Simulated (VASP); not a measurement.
# LuSc in VASP: a series of runs

Runs on LuSc. Level: PBE. Tasks: single point.

Everything below comes from runs of VASP 6.6.1. Logs are shortened: lines on timing, memory, paths and dates and some standing lists are left out, and cuts for length are marked.

## Step 1: The cell of the first run

The typed cell holds 4 atoms: a = 3.421 Å, b = 3.419 Å, c = 10.594 Å, α = 89.99°, β = 90.00°, γ = 120.01°.

## Step 2: Single point, PBE

The input, INCAR:

```
SYSTEM = LuSc
PREC     = Accurate       ! precision mode
ENCUT    = 520            ! plane-wave cutoff, eV
EDIFF    = 1E-6           ! SCF threshold, eV
ISMEAR   = 0              ! smearing method
SIGMA    = 0.2            ! smearing width, eV
LREAL    = .FALSE.        ! projectors in reciprocal space
LASPH    = .TRUE.         ! aspherical terms in the spheres
NELM     = 80             ! most SCF steps
ALGO     = Fast           ! electronic algorithm
ISIF     = 2              ! what is computed and relaxed
LWAVE    = .FALSE.        ! write WAVECAR
LCHARG   = .TRUE.         ! write CHGCAR
GGA      = PE             ! functional
LELF     = .TRUE.         ! ELF
LVHAR    = .TRUE.       
NBANDS   = 44             ! bands
```

The input, KPOINTS:

```
regular mesh
0
G
  6 6 2
  0 0 0
```

The input, POSCAR:

```
LuSc
1.0
    3.4211565824      0.0001055748     -0.0000717869
   -1.7104714732      2.9609114651      0.0001863939
   -0.0002428293      0.0006114573     10.5935270326
Lu Sc
2 2
Direct
    0.6667167592      0.3334905871      0.0000191808
    0.6664266892      0.3329619959      0.4999917301
    1.0001582406      0.0002059654      0.2499681700
    1.0000316443      0.0000081182      0.7500209191
```

Potentials or basis: VASP PAW PBE potentials, release 64 (Lu, Sc_sv).

Command:

```sh
$ cat potpaw_PBE.64/Lu/POTCAR potpaw_PBE.64/Sc_sv/POTCAR > POTCAR
$ mpirun -np 1 vasp_std > vasp.out
```

OUTCAR:

```text
SYSTEM = LuSc
   PREC = Accurate
   ENCUT = 520
   EDIFF = 1E-6
   ISMEAR = 0
   LREAL = .FALSE.
   LASPH = .TRUE.
   NELM = 80
   ISIF = 2
   GGA = PE

 ion  position               nearest neighbor table
   1  0.667  0.333  0.000-   4 3.30   3 3.30   3 3.30   3 3.30   4 3.30   4 3.30
   2  0.666  0.333  0.500-   3 3.30   4 3.30   4 3.30   3 3.30   3 3.30   4 3.30
   3  0.000  0.000  0.250-   1 3.30   1 3.30   1 3.30   2 3.30   2 3.30   2 3.30
   4  0.000  0.000  0.750-   1 3.30   2 3.30   2 3.30   1 3.30   1 3.30   2 3.30

  LATTYP: Found a base centered monoclinic cell.
 ALAT       =    27.6513311302
 B/A-ratio  =     0.1237248423
 C/A-ratio  =     0.4389284100
 COS(beta)  =    -0.9823733218

  Lattice vectors:

 A1 = (  -1.7106559159,  -8.8835570022, -10.5939426405)
 A2 = (   1.7105006665,  -8.8834514274, -10.5940144274)
 A3 = (  -0.0000291933,   5.9225399623,  10.5938280335)

Analysis of symmetry for initial positions (statically):
=====================================================================
 Subroutine PRICEL returns:
 Original cell was already a primitive cell.

 Routine SETGRP: Setting up the symmetry group for a
 base centered monoclinic supercell.

 Subroutine GETGRP returns: Found  1 space group operations
 (whereof  1 operations were pure point group operations)
 out of a pool of  4 trial point group operations.

The static configuration has the point symmetry C_1 .

Analysis of symmetry for dynamics (positions and initial velocities):
=====================================================================
 Subroutine PRICEL returns:
 Original cell was already a primitive cell.

 Routine SETGRP: Setting up the symmetry group for a
 base centered monoclinic supercell.

 Subroutine GETGRP returns: Found  1 space group operations
 (whereof  1 operations were pure point group operations)
 out of a pool of  4 trial point group operations.

The dynamic configuration has the point symmetry C_1 .

 Subroutine INISYM returns: Found  1 space group operations
 (whereof  1 operations are pure point group operations),
 and found     1 'primitive' translations

----------------------------------------------------------------------------------------

                                     Primitive cell

  volume of cell :     107.3116

  direct lattice vectors                    reciprocal lattice vectors
     3.421156582  0.000105575 -0.000071787     0.292293600  0.168853365 -0.000003046
    -1.710471473  2.960911465  0.000186394    -0.000010422  0.337727821 -0.000019494
    -0.000242829  0.000611457 10.593527033     0.000001981 -0.000004798  0.094397267

  length of vectors
     3.421156585  3.419460396 10.593527053     0.337560376  0.337727821  0.094397267

  position of ions in fractional coordinates (direct lattice)
     0.666716759  0.333490587  0.000019181
     0.666426689  0.332961996  0.499991730
     0.000158241  0.000205965  0.249968170
     0.000031644  0.000008118  0.750020919

  ion indices of the primitive-cell ions
   primitive index   ion index
                 1           1
                 2           2
                 3           3
                 4           4

----------------------------------------------------------------------------------------

 KPOINTS: regular mesh

Automatic generation of k-mesh.
 Grid dimensions read from file:
 generate k-points for:    6    6    2

 Generating k-lattice:

  Cartesian coordinates                     Fractional coordinates (reciprocal lattice)
     0.048715600  0.028142228 -0.000000508     0.166666667  0.000000000  0.000000000
    -0.000001737  0.056287970 -0.000003249    -0.000000000  0.166666667  0.000000000
     0.000000990 -0.000002399  0.047198634     0.000000000  0.000000000  0.500000000

  Length of vectors
     0.056260063  0.056287970  0.047198634

  Shift w.r.t. Gamma in fractional coordinates (k-lattice)
     0.000000000  0.000000000  0.000000000

 -----------------------------------------------------------------------------
|                                                                             |
|           W    W    AA    RRRRR   N    N  II  N    N   GGGG   !!!           |
|           W    W   A  A   R    R  NN   N  II  NN   N  G    G  !!!           |
|           W    W  A    A  R    R  N N  N  II  N N  N  G       !!!           |
|           W WW W  AAAAAA  RRRRR   N  N N  II  N  N N  G  GGG   !            |
|           WW  WW  A    A  R   R   N   NN  II  N   NN  G    G                |
|           W    W  A    A  R    R  N    N  II  N    N   GGGG   !!!           |
|                                                                             |
|     Your reciprocal lattice and k-lattice belong to different lattice       |
|     classes:                                                                |
|                                                                             |
|        The reciprocal lattice is triclinic,                                 |
|        whereas your k-lattice is base-centered monoclinic.                  |
|                                                                             |
|     Results are often still useful ...                                      |
|                                                                             |
 -----------------------------------------------------------------------------

 Subroutine IBZKPT returns following result:
 ===========================================

 Found     40 irreducible k-points:

 Following reciprocal coordinates:
            Coordinates               Weight
  0.000000  0.000000  0.000000      1.000000
  0.166667 -0.000000 -0.000000      2.000000
  0.333333 -0.000000 -0.000000      2.000000
  0.500000 -0.000000 -0.000000      1.000000
  0.000000  0.166667  0.000000      2.000000
  0.166667  0.166667  0.000000      2.000000
[... 16 lines left out ...]
  0.333333 -0.000000  0.500000      2.000000
  0.500000 -0.000000  0.500000      1.000000
 [... further k-points ...]
   k-points           NKPTS =     40   k-points in BZ     NKDIM =     40   number of bands    NBANDS=     44
   number of dos      NEDOS =    301   number of ions     NIONS =      4
   total plane-waves  NPLWV =  62720
   dimension x,y,z NGX =    28 NGY =   28 NGZ =   80
   dimension x,y,z NGXF=    56 NGYF=   56 NGZF=  160
   ions per type =               2   2
   NGX,Y,Z   is equivalent  to a cutoff of  13.61, 13.61, 12.55 a.u.
   NGXF,Y,Z  is equivalent  to a cutoff of  27.21, 27.23, 25.11 a.u.
 SYSTEM =  LuSc
   PREC   = accura    normal or accurate (medium, high low for compatibility)
   ISTART =      0    job   : 0-new  1-cont  2-samecut
   ICHARG =      2    charge: 1-file 2-atom 10-const
   ISPIN  =      1    spin polarized calculation?
   LNONCOLLINEAR =      F non collinear calculations
   LSORBIT =      F    spin-orbit coupling
   LASPH  =      T    aspherical Exc in radial PAW
   ENCUT  =  520.0 eV  38.22 Ry    6.18 a.u.   6.36  6.36 19.70*2*pi/ulx,y,z
   NELM   =     80;   NELMIN=  2; NELMDL= -5     # of ELM steps
   EDIFF  = 0.1E-05   stopping-criterion for ELM
   LREAL  =      F    real-space projection
   EDIFFG = 0.1E-04   stopping-criterion for IOM
   NSW    =      0    number of steps for IOM
   IBRION =     -1    ionic relax: 0-MD 1-quasi-New 2-CG
   NFREE  =      0    steps in history (QN), initial steepest desc. (CG)
   ISIF   =      2    stress and relaxation
   ISYM   =      2    0-nonsym 1-usesym 2-fastsym
   POTIM  = 0.5000    time-step for ionic-motion
   TEBEG  =    0.0;   TEEND  =   0.0 temperature during run
   PSTRESS=    0.0 pullay stress
   NELECT =      72.0000    total number of electrons
   NUPDOWN=      -1.0000    fix difference up-down
   EMIN   =  10.00;   EMAX   =-10.00  energy-range for DOS
   EFERMI =   0.00;   METHOD = LEGACY
   ISMEAR =     0;   SIGMA  =   0.20  broadening in eV -4-tet -1-fermi 0-gaus
   EFERMI_NEDOS =   21; number of points for ismear=-14 and -15
   IALGO  =     68    algorithm
   IMIX   =      4    mixing-type and parameters
     AMIX     =   0.40;   BMIX     =  1.00
     AMIX_MAG =   1.60;   BMIX_MAG =  1.00
  volume/ion in A,a.u.               =      26.83       181.04
  Fermi-wavevector in a.u.,A,eV,Ry     =   1.433189  2.708334 27.946780  2.054030
  Thomas-Fermi vector in A             =   2.552734
   LORBIT       =      0    0 simple, 1 ext, 2 COOP (PROOUT), +10 PAW based schemes
   GGA     = PE    functional components
   LHFCALC =     F    Hartree Fock is set to
   AEXX    =    0.0000 exact exchange contribution
   IVDW    =     0    specifies the selected vdW correction
   LEPSILON=     F    determine dielectric tensor
   LRPA    =     F    only Hartree local field effects (RPA)
 non-spin polarized calculation
 RMM-DIIS sequential band-by-band and
 Gauss-broadening in eV      SIGMA  =   0.20
  energy-cutoff  :      520.00
  volume of cell :      107.31
 maximum number of plane-waves:      2910
 NGX is ok and might be reduce to    28

 number of electron      71.9999998 magnetization

 Free energy of the ion-electron system (eV)
  ---------------------------------------------------
  ext. energy  EPLUGINS =         0.00000000
  ---------------------------------------------------
  free energy    TOTEN  =       -21.57332946 eV

  energy without entropy =      -21.45340323  energy(sigma->0) =      -21.51336635

 E-fermi :   2.8990     XC(G=0): -10.3079

 val. band max:        2.8297459052   @ k =   0.1667   0.3333   0.5000
 cond. band min:       2.9408438345   @ k =   0.3333  -0.0000  -0.0000
 fundamental gap:      0.1110979293
 Fermi energy:         2.8989653450

 k-point     1 :       0.0000    0.0000    0.0000
  band No.  band energies     occupation
      1     -53.1428      2.00000
      2     -53.1421      2.00000
      3     -46.6383      2.00000
      4     -46.6378      2.00000
      5     -25.3205      2.00000
      6     -25.2851      2.00000
[... 36 lines left out ...]
     43       4.7257      0.00000
     44       5.0764      0.00000

 k-point     2 :       0.1667   -0.0000   -0.0000
  band No.  band energies     occupation
      1     -53.1372      2.00000
      2     -53.1365      2.00000
      3     -46.6329      2.00000
      4     -46.6324      2.00000
      5     -25.3054      2.00000
      6     -25.2812      2.00000
[... 36 lines left out ...]
     43       4.9593      0.00000
     44       4.9868      0.00000

 k-point     3 :       0.3333   -0.0000   -0.0000
  band No.  band energies     occupation
      1     -53.1260      2.00000
      2     -53.1252      2.00000
      3     -46.6220      2.00000
      4     -46.6216      2.00000
      5     -25.3119      2.00000
      6     -25.3039      2.00000
[... 36 lines left out ...]
     43       4.5679      0.00000
     44       5.0764      0.00000

 k-point     4 :       0.5000   -0.0000   -0.0000
  band No.  band energies     occupation
      1     -53.1203      2.00000
      2     -53.1196      2.00000
      3     -46.6166      2.00000
      4     -46.6162      2.00000
      5     -25.3610      2.00000
      6     -25.3509      2.00000
[... 882 lines left out ...]
     43       4.9148      0.00000
     44       4.9221      0.00000

 k-point    23 :       0.3333   -0.0000    0.5000
  band No.  band energies     occupation
      1     -53.1260      2.00000
      2     -53.1252      2.00000
      3     -46.6220      2.00000
      4     -46.6216      2.00000
      5     -25.3093      2.00000
      6     -25.3090      2.00000
[... 36 lines left out ...]
     43       4.7334      0.00000
     44       4.7340      0.00000

 k-point    24 :       0.5000   -0.0000    0.5000
  band No.  band energies     occupation
      1     -53.1203      2.00000
      2     -53.1196      2.00000
      3     -46.6166      2.00000
      4     -46.6162      2.00000
      5     -25.3564      2.00000
      6     -25.3560      2.00000
[... 36 lines left out ...]
     43       4.6921      0.00000
     44       4.6941      0.00000

 [... further k-points ...]
[... 5 lines left out ...]
  --------------------------------------------------------------------------------------
  -------------------------------------------------------------------------------------
  Total       -0.0533850     -0.0276963     -0.0399778     -0.0013748     -0.0022415      0.0006779
  in kB       -0.7970455     -0.4135103     -0.5968748     -0.0205255     -0.0334662      0.0101206
  external PRESSURE =      -0.6024769 kB  Pullay stress =       0.0000000 kB

 VOLUME and BASIS-vectors are now :
 -----------------------------------------------------------------------------
  energy-cutoff  :      520.00
  volume of cell :      107.31
      direct lattice vectors                 reciprocal lattice vectors
     3.421156582  0.000105575 -0.000071787     0.292293600  0.168853365 -0.000003046
    -1.710471473  2.960911465  0.000186394    -0.000010422  0.337727821 -0.000019494
    -0.000242829  0.000611457 10.593527033     0.000001981 -0.000004798  0.094397267

 POSITION                                       TOTAL-FORCE (eV/Angst)
 -----------------------------------------------------------------------------------
      1.71052      0.98751      0.00022         0.000242     -0.003390     -0.000252
      1.71031      0.98625      5.29669        -0.003142      0.003900     -0.000093
      0.00013      0.00076      2.64804         0.002320     -0.000795      0.003164
     -0.00009      0.00048      7.94537         0.000580      0.000285     -0.002819
 -----------------------------------------------------------------------------------
    total drift:                               -0.002518     -0.000061     -0.000180

  FREE ENERGIE OF THE ION-ELECTRON SYSTEM (eV)
  ---------------------------------------------------
  free  energy   TOTEN  =       -21.5733294645 eV

  energy  without entropy=      -21.4534032336  energy(sigma->0) =      -21.51336635
```

Wall time 22 min (1 thread of Oxide Virtual Turin-like, shared host); peak memory 0.33 GiB.

What came out:

```
Free energy            : -21.5733 eV
Pressure               : -0.1 GPa
Largest force          : 0.005 eV/Å
Band gap on the k mesh : zero (bands 36 and 37 overlap by 1.37 eV)
```

Forces on the atoms (eV/Å):
```
Lu   0.000 -0.003  0.000
Lu  -0.003  0.004  0.000
Sc   0.002 -0.001  0.003
Sc   0.001  0.000 -0.003
```

Caveat: spin-orbit coupling is left out, which moves the levels of the heavy elements.

## Step 3: Single point, PBE

This run uses another cell than the first one: it holds 2 atoms, not 4.

The input, INCAR:

```
SYSTEM = LuSc
PREC = Accurate ; ENCUT = 520
EDIFF = 1E-6 ; ISMEAR = 0
SIGMA = 0.1 ; LREAL = .False.
LASPH = .True. ; NELM = 100
ALGO = Fast ; ISIF = 2
LWAVE = .False. ; LCHARG = .False.
GGA = PE ; NBANDS = 25
```

The input, KPOINTS:

```
Automatic mesh
0
Gamma
  18 18 8
  0 0 0
```

The input, POSCAR:

```
LuSc
1.0
    3.4192724794      0.0000000000      0.0000000000
   -1.7096362397      2.9611768296      0.0000000000
    0.0000000000      0.0000000000      5.3040135850
Lu Sc
1 1
Direct
    0.6666666667      0.3333333333      0.0000000000
    0.0000000000      0.0000000000      0.5000000000
```

Potentials or basis: VASP PAW PBE potentials, release 64 (Lu, Sc_sv).

Command:

```sh
$ cat potpaw_PBE.64/Lu/POTCAR potpaw_PBE.64/Sc_sv/POTCAR > POTCAR
$ mpirun -np 1 vasp_std > vasp.out
```

It took 18 min on 1 thread of Oxide Virtual Turin-like, shared host; peak memory 0.36 GiB.

It converged, with:

```
Free energy            : -10.7463 eV
Pressure               : 0.1 GPa
Band gap on the k mesh : zero (bands 18 and 19 overlap by 1.51 eV)
```

Levels at points of the mesh, in eV from the Fermi level:
```tsv
k point	band 16	band 17	band 18	band 19	band 20	band 21
(0.00, 0.00, 0.00)	-4.73	-1.97	0.70	1.62	1.62	2.12
(0.50, 0.00, 0.00)	-2.11	-1.12	-0.76	-0.36	1.43	1.44
(0.00, 0.00, 0.50)	-4.46	-3.47	0.92	1.31	1.49	1.49
(0.50, 0.00, 0.50)	-1.93	-1.68	0.06	0.13	1.13	1.55
```

Caveat: spin-orbit coupling is left out, which moves the levels of the heavy elements.
